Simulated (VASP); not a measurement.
# Cd4Sn (P-43m) in VASP: further runs

Cd4Sn is run at these levels: PBE; tasks: single point.

Program: VASP 6.6.1. These are calculated values, not measurements. Logs are shortened: lines on timing, memory, paths and dates and some standing lists are left out, and cuts for length are marked.

**1. The cell of the first run**

It takes space group P-43m (No. 215, cubic). The conventional cell has a = 5.316 Å, b = 5.316 Å, c = 5.316 Å, α = 90.00°, β = 90.00°, γ = 90.00°. Sn (site symmetry -43m) has 4 Cd at 2.78 Å within 3.7 Å. Cd (site symmetry 3m) has 1 Sn at 2.78 Å and 3 Cd at 2.98 Å within 3.7 Å.

**2. Single point, PBE**

File INCAR:

```
  PREC = Accurate
  ENCUT = 520
  EDIFF = 1E-6
  ISMEAR = -1
  SIGMA = 0.1
  LREAL = F
  LASPH = T
  NELM = 60
  ALGO = Normal
  ISIF = 2
  LWAVE = F
  LCHARG = F
  GGA = PE
  NBANDS = 39
```

File KPOINTS:

```
regular mesh
0
Gamma
  4 4 4
```

File POSCAR:

```
Cd4Sn
1.0
    5.3157552706      0.0000000000      0.0000000000
    0.0000000000      5.3157552706      0.0000000000
    0.0000000000      0.0000000000      5.3157552706
Sn Cd
1 4
Direct
    0.0000000000      0.0000000000      0.0000000000
    0.3015233410      0.3015233410      0.3015233410
    0.6984766590      0.6984766590      0.3015233410
    0.3015233410      0.6984766590      0.6984766590
    0.6984766590      0.3015233410      0.6984766590
```

Potentials or basis: VASP PAW PBE potentials, release 64 (Sn_d, Cd).

Started as:

```console
> cat potpaw_PBE.64/Sn_d/POTCAR potpaw_PBE.64/Cd/POTCAR > POTCAR
> mpirun -np 1 vasp_std > vasp.out
```

OUTCAR:

```text
PREC = Accurate
   ENCUT = 520
   EDIFF = 1E-6
   ISMEAR = -1
   LREAL = F
   LASPH = T
   NELM = 60
   ISIF = 2
   GGA = PE

 ion  position               nearest neighbor table
   1  0.000  0.000  0.000-   2 2.78   3 2.78   4 2.78   5 2.78
   2  0.302  0.302  0.302-   1 2.78   3 2.98   4 2.98   5 2.98
   3  0.698  0.698  0.302-   1 2.78   2 2.98   4 2.98   5 2.98
   4  0.302  0.698  0.698-   1 2.78   2 2.98   3 2.98   5 2.98
   5  0.698  0.302  0.698-   1 2.78   2 2.98   3 2.98   4 2.98

  LATTYP: Found a simple cubic cell.
 ALAT       =     5.3157552706

  Lattice vectors:

 A1 = (   5.3157552706,   0.0000000000,   0.0000000000)
 A2 = (   0.0000000000,   5.3157552706,   0.0000000000)
 A3 = (   0.0000000000,   0.0000000000,   5.3157552706)

Analysis of symmetry for initial positions (statically):
=====================================================================
 Subroutine PRICEL returns:
 Original cell was already a primitive cell.

 Routine SETGRP: Setting up the symmetry group for a
 simple cubic supercell.

 Subroutine GETGRP returns: Found 24 space group operations
 (whereof 24 operations were pure point group operations)
 out of a pool of 48 trial point group operations.

The static configuration has the point symmetry T_d .

Analysis of symmetry for dynamics (positions and initial velocities):
=====================================================================
 Subroutine PRICEL returns:
 Original cell was already a primitive cell.

 Routine SETGRP: Setting up the symmetry group for a
 simple cubic supercell.

 Subroutine GETGRP returns: Found 24 space group operations
 (whereof 24 operations were pure point group operations)
 out of a pool of 48 trial point group operations.

The dynamic configuration has the point symmetry T_d .

 Subroutine INISYM returns: Found 24 space group operations
 (whereof 24 operations are pure point group operations),
 and found     1 'primitive' translations

----------------------------------------------------------------------------------------

                                     Primitive cell

  volume of cell :     150.2086

  direct lattice vectors                    reciprocal lattice vectors
     5.315755271  0.000000000  0.000000000     0.188120022  0.000000000  0.000000000
     0.000000000  5.315755271  0.000000000     0.000000000  0.188120022  0.000000000
     0.000000000  0.000000000  5.315755271     0.000000000  0.000000000  0.188120022

  length of vectors
     5.315755271  5.315755271  5.315755271     0.188120022  0.188120022  0.188120022

  position of ions in fractional coordinates (direct lattice)
     0.000000000  0.000000000  0.000000000
     0.301523341  0.301523341  0.301523341
     0.698476659  0.698476659  0.301523341
     0.301523341  0.698476659  0.698476659
     0.698476659  0.301523341  0.698476659

  ion indices of the primitive-cell ions
   primitive index   ion index
                 1           1
                 2           2
                 3           3
                 4           4
                 5           5

----------------------------------------------------------------------------------------

 KPOINTS: regular mesh

Automatic generation of k-mesh.
 Grid dimensions read from file:
 generate k-points for:    4    4    4

 Generating k-lattice:

  Cartesian coordinates                     Fractional coordinates (reciprocal lattice)
     0.047030006  0.000000000  0.000000000     0.250000000  0.000000000  0.000000000
     0.000000000  0.047030006  0.000000000     0.000000000  0.250000000  0.000000000
     0.000000000  0.000000000  0.047030006     0.000000000  0.000000000  0.250000000

  Length of vectors
     0.047030006  0.047030006  0.047030006

  Shift w.r.t. Gamma in fractional coordinates (k-lattice)
     0.000000000  0.000000000  0.000000000

 Subroutine IBZKPT returns following result:
 ===========================================

 Found     10 irreducible k-points:

 Following reciprocal coordinates:
            Coordinates               Weight
  0.000000  0.000000  0.000000      1.000000
  0.250000  0.000000  0.000000      6.000000
  0.500000  0.000000  0.000000      3.000000
  0.250000  0.250000  0.000000     12.000000
  0.500000  0.250000  0.000000     12.000000
  0.500000  0.500000  0.000000      3.000000
  0.250000  0.250000  0.250000      8.000000
  0.500000  0.250000  0.250000     12.000000
  0.500000  0.500000  0.250000      6.000000
  0.500000  0.500000  0.500000      1.000000
   k-points           NKPTS =     10   k-points in BZ     NKDIM =     10   number of bands    NBANDS=     39
   number of dos      NEDOS =    301   number of ions     NIONS =      5
   total plane-waves  NPLWV =  64000
   dimension x,y,z NGX =    40 NGY =   40 NGZ =   40
   dimension x,y,z NGXF=    80 NGYF=   80 NGZF=   80
   ions per type =               1   4
   NGX,Y,Z   is equivalent  to a cutoff of  12.51, 12.51, 12.51 a.u.
   NGXF,Y,Z  is equivalent  to a cutoff of  25.02, 25.02, 25.02 a.u.
 SYSTEM =  unknown system
   PREC   = accura    normal or accurate (medium, high low for compatibility)
   ISTART =      0    job   : 0-new  1-cont  2-samecut
   ICHARG =      2    charge: 1-file 2-atom 10-const
   ISPIN  =      1    spin polarized calculation?
   LNONCOLLINEAR =      F non collinear calculations
   LSORBIT =      F    spin-orbit coupling
   LASPH  =      T    aspherical Exc in radial PAW
   ENCUT  =  520.0 eV  38.22 Ry    6.18 a.u.   9.88  9.88  9.88*2*pi/ulx,y,z
   NELM   =     60;   NELMIN=  2; NELMDL= -5     # of ELM steps
   EDIFF  = 0.1E-05   stopping-criterion for ELM
   LREAL  =      F    real-space projection
   EDIFFG = 0.1E-04   stopping-criterion for IOM
   NSW    =      0    number of steps for IOM
   IBRION =     -1    ionic relax: 0-MD 1-quasi-New 2-CG
   NFREE  =      0    steps in history (QN), initial steepest desc. (CG)
   ISIF   =      2    stress and relaxation
   ISYM   =      2    0-nonsym 1-usesym 2-fastsym
   POTIM  = 0.5000    time-step for ionic-motion
   TEBEG  =    0.0;   TEEND  =   0.0 temperature during run
   PSTRESS=    0.0 pullay stress
   NELECT =      62.0000    total number of electrons
   NUPDOWN=      -1.0000    fix difference up-down
   EMIN   =  10.00;   EMAX   =-10.00  energy-range for DOS
   EFERMI =   0.00;   METHOD = LEGACY
   ISMEAR =    -1;   SIGMA  =   0.10  broadening in eV -4-tet -1-fermi 0-gaus
   EFERMI_NEDOS =   21; number of points for ismear=-14 and -15
   IALGO  =     38    algorithm
   IMIX   =      4    mixing-type and parameters
     AMIX     =   0.40;   BMIX     =  1.00
     AMIX_MAG =   1.60;   BMIX_MAG =  1.00
  volume/ion in A,a.u.               =      30.04       202.73
  Fermi-wavevector in a.u.,A,eV,Ry     =   1.218916  2.303417 20.214938  1.485756
  Thomas-Fermi vector in A             =   2.354186
   LORBIT       =      0    0 simple, 1 ext, 2 COOP (PROOUT), +10 PAW based schemes
   GGA     = PE    functional components
   LHFCALC =     F    Hartree Fock is set to
   AEXX    =    0.0000 exact exchange contribution
   IVDW    =     0    specifies the selected vdW correction
   LEPSILON=     F    determine dielectric tensor
   LRPA    =     F    only Hartree local field effects (RPA)
 non-spin polarized calculation
  energy-cutoff  :      520.00
  volume of cell :      150.21
 maximum number of plane-waves:      4076
 NGX is ok and might be reduce to    40
   NGX = 19   NGY = 19   NGZ = 19

 number of electron      62.0000027 magnetization

 Free energy of the ion-electron system (eV)
  ---------------------------------------------------
  ext. energy  EPLUGINS =         0.00000000
  ---------------------------------------------------
  free energy    TOTEN  =        -5.98911751 eV

  energy without entropy =       -5.92273150  energy(sigma->0) =       -5.95592450

 E-fermi :   2.1088     XC(G=0):  -9.3530

 val. band max:        2.0606029008   @ k =   0.0000   0.0000   0.0000
 cond. band min:       2.1862103057   @ k =   0.2500   0.2500   0.2500
 fundamental gap:      0.1256074049
 Fermi energy:         2.1087857438

 k-point     1 :       0.0000    0.0000    0.0000
  band No.  band energies     occupation
      1     -19.1349      2.00000
      2     -19.1349      2.00000
      3     -19.1349      2.00000
      4     -19.1070      2.00000
      5     -19.1070      2.00000
      6      -7.6982      2.00000
[... 31 lines left out ...]
     38       7.2208      0.00000
     39       7.2208      0.00000

 k-point     2 :       0.2500    0.0000    0.0000
  band No.  band energies     occupation
      1     -19.1351      2.00000
      2     -19.1351      2.00000
      3     -19.1350      2.00000
      4     -19.1070      2.00000
      5     -19.1065      2.00000
      6      -7.5699      2.00000
[... 31 lines left out ...]
     38       6.5229      0.00000
     39       7.3011      0.00000

 k-point     3 :       0.5000    0.0000    0.0000
  band No.  band energies     occupation
      1     -19.1352      2.00000
      2     -19.1352      2.00000
      3     -19.1350      2.00000
      4     -19.1070      2.00000
      5     -19.1060      2.00000
      6      -7.3323      2.00000
[... 31 lines left out ...]
     38       6.9609      0.00000
     39       7.4836      0.00000

 k-point     4 :       0.2500    0.2500    0.0000
  band No.  band energies     occupation
      1     -19.1352      2.00000
      2     -19.1351      2.00000
      3     -19.1350      2.00000
      4     -19.1067      2.00000
      5     -19.1062      2.00000
      6      -7.4836      2.00000
[... 31 lines left out ...]
     38       7.0565      0.00000
     39       7.1629      0.00000
[... 166 lines left out ...]
     38       7.6895      0.00000
     39       7.9607      0.00000

 k-point     9 :       0.5000    0.5000    0.2500
  band No.  band energies     occupation
      1     -19.1354      2.00000
      2     -19.1352      2.00000
      3     -19.1352      2.00000
      4     -19.1060      2.00000
      5     -19.1055      2.00000
      6      -7.5703      2.00000
[... 31 lines left out ...]
     38       8.8568      0.00000
     39       8.8569      0.00000

 k-point    10 :       0.5000    0.5000    0.5000
  band No.  band energies     occupation
      1     -19.1353      2.00000
      2     -19.1353      2.00000
      3     -19.1353      2.00000
      4     -19.1055      2.00000
      5     -19.1055      2.00000
      6      -7.6914      2.00000
[... 31 lines left out ...]
     38       9.2589      0.00000
     39       9.2589      0.00000

------------------------ aborting loop because EDIFF is reached ----------------------------------------

  FORCE on cell =-STRESS in cart. coord.  units (eV):
  Direction    XX          YY          ZZ          XY          YZ          ZX
  --------------------------------------------------------------------------------------
  -------------------------------------------------------------------------------------
  Total        0.1043983      0.1043983      0.1043983      0.0000000      0.0000000      0.0000000
  in kB        1.1135483      1.1135483      1.1135483      0.0000000      0.0000000      0.0000000
  external PRESSURE =       1.1135483 kB  Pullay stress =       0.0000000 kB

 VOLUME and BASIS-vectors are now :
 -----------------------------------------------------------------------------
  energy-cutoff  :      520.00
  volume of cell :      150.21
      direct lattice vectors                 reciprocal lattice vectors
     5.315755271  0.000000000  0.000000000     0.188120022  0.000000000  0.000000000
     0.000000000  5.315755271  0.000000000     0.000000000  0.188120022  0.000000000
     0.000000000  0.000000000  5.315755271     0.000000000  0.000000000  0.188120022

 POSITION                                       TOTAL-FORCE (eV/Angst)
 -----------------------------------------------------------------------------------
      0.00000      0.00000      0.00000        -0.000000     -0.000000     -0.000000
      1.60282      1.60282      1.60282        -0.007757     -0.007757     -0.007757
      3.71293      3.71293      1.60282         0.007757      0.007757     -0.007757
      1.60282      3.71293      3.71293        -0.007757      0.007757      0.007757
      3.71293      1.60282      3.71293         0.007757     -0.007757      0.007757
 -----------------------------------------------------------------------------------
    total drift:                                0.000000      0.000000      0.000000

  FREE ENERGIE OF THE ION-ELECTRON SYSTEM (eV)
  ---------------------------------------------------
  free  energy   TOTEN  =        -5.9891175066 eV

  energy  without entropy=       -5.9227314976  energy(sigma->0) =       -5.95592450
```

Wall time 54 s (1 thread of Intel Xeon 6975P-C, shared host); peak memory 0.25 GiB.

Results:

```
Free energy            : -5.9891 eV
Pressure               : 0.1 GPa
Largest force          : 0.013 eV/Å
Band gap on the k mesh : zero (band 31 reaches 3.29 eV, above the bottom of band 32 at 0.21 eV)
```

Forces in eV/Å, atoms in the order of the input:
```
Sn   0.000  0.000  0.000
Cd  -0.008 -0.008 -0.008
Cd   0.008  0.008 -0.008
Cd  -0.008  0.008  0.008
Cd   0.008 -0.008  0.008
```

Levels at points of the mesh, in eV from the Fermi level:
| k point | band 29 | band 30 | band 31 | band 32 | band 33 | band 34 |
| --- | --- | --- | --- | --- | --- | --- |
| (0.00, 0.00, 0.00) | -1.89 | -1.89 | -0.05 | -0.05 | 2.18 | 2.18 |
| (0.50, 0.00, 0.00) | -1.53 | -1.53 | -1.17 | 1.06 | 1.08 | 1.08 |
| (0.50, 0.50, 0.00) | -3.98 | -0.60 | 1.19 | 1.36 | 1.36 | 1.48 |
| (0.50, 0.50, 0.50) | -2.90 | -2.90 | -1.90 | -1.90 | -1.90 | 5.84 |

Caveat: spin-orbit coupling is left out, which moves the levels of the heavy elements.

**3. Single point, PBE**

INCAR: that of step 2 with these lines changed.

```diff
@@ -2,3 +2,3 @@
   ENCUT = 520
-  EDIFF = 1E-6
+  EDIFF = 1E-7
   ISMEAR = -1
```

KPOINTS is that of step 2.

File POSCAR:

```
Cd4Sn
1.0
    5.3157440379      0.0000000000      0.0000000000
    0.0000000000      5.3157440379      0.0000000000
    0.0000000000      0.0000000000      5.3157440379
Sn Cd
1 4
Direct
    0.0000000000      0.0000000000      0.0000000000
    0.3015232785      0.3015232785      0.3015232785
    0.6984767215      0.6984767215      0.3015232785
    0.3015232785      0.6984767215      0.6984767215
    0.6984767215      0.3015232785      0.6984767215
```

Potentials or basis: VASP PAW PBE potentials, release 64 (Sn_d, Cd).

Started as:

```console
> cat potpaw_PBE.64/Sn_d/POTCAR potpaw_PBE.64/Cd/POTCAR > POTCAR
> mpirun -np 1 vasp_std > vasp.out
```

It took 53 s on 1 thread of Intel Xeon 6975P-C, shared host; peak memory 0.25 GiB.

The run converged. Its results:

| Property | Result |
| --- | --- |
| Free energy | -5.9891 eV |
| Pressure | 0.1 GPa |
| Largest force | 0.014 eV/Å |
| Band gap on the k mesh | zero (band 31 reaches 3.29 eV, above the bottom of band 32 at 0.21 eV) |

Forces in eV/Å, atoms in the order of the input:
```
Sn   0.000  0.000  0.000
Cd  -0.008 -0.008 -0.008
Cd   0.008  0.008 -0.008
Cd  -0.008  0.008  0.008
Cd   0.008 -0.008  0.008
```

Levels at points of the mesh, in eV from the Fermi level:
| k point | band 29 | band 30 | band 31 | band 32 | band 33 | band 34 |
| --- | --- | --- | --- | --- | --- | --- |
| (0.00, 0.00, 0.00) | -1.89 | -1.89 | -0.05 | -0.05 | 2.18 | 2.18 |
| (0.50, 0.00, 0.00) | -1.53 | -1.53 | -1.17 | 1.06 | 1.08 | 1.08 |
| (0.50, 0.50, 0.00) | -3.98 | -0.60 | 1.19 | 1.36 | 1.36 | 1.48 |
| (0.50, 0.50, 0.50) | -2.90 | -2.90 | -1.90 | -1.90 | -1.90 | 5.84 |

Caveat: spin-orbit coupling is left out, which moves the levels of the heavy elements.
